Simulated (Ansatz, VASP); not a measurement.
One calculation of C, two programs

```xyz
2
Lattice="0.0000 1.7659 1.7659 1.7659 0.0000 1.7659 1.7659 1.7659 0.0000" Properties=species:S:1:pos:R:3 pbc="T T T"
C    -0.4415   -0.4415   -0.4415
C     0.4415    0.4415    0.4415
```

Alike in both runs: functional LDA; k mesh 14 × 14 × 14; occupations fermi-dirac, width 0.02 eV; no spin polarisation.

Ansatz relaxed the structure, and its values are those at the end. VASP's run is a single point on that final structure, the one shown.

|  | VASP | Ansatz |
| --- | --- | --- |
| version | VASP 6.6.1 | Ansatz 0.2.0 |
| potentials or method | VASP PAW LDA potentials, release 64 (C) | PAW with Ansatz's default frozen-core files, scalar-relativistic |
| plane-wave cutoff (eV) | 600 | 420 |
| valence electrons in the cell | 8 | 8 |

Ansatz gave:

| Item | Value |
| --- | --- |
| gap on the k mesh at the Fermi level (eV) | 4.17 |
| pressure (GPa) | 0.0 |

Problem. Estimate VASP's values.

Solution. gap on the k mesh at the Fermi level (eV): 4.17; pressure (GPa): 0.8.

LDA's correlation is that of Perdew and Zunger in VASP and of Perdew and Wang (1992) in Ansatz.
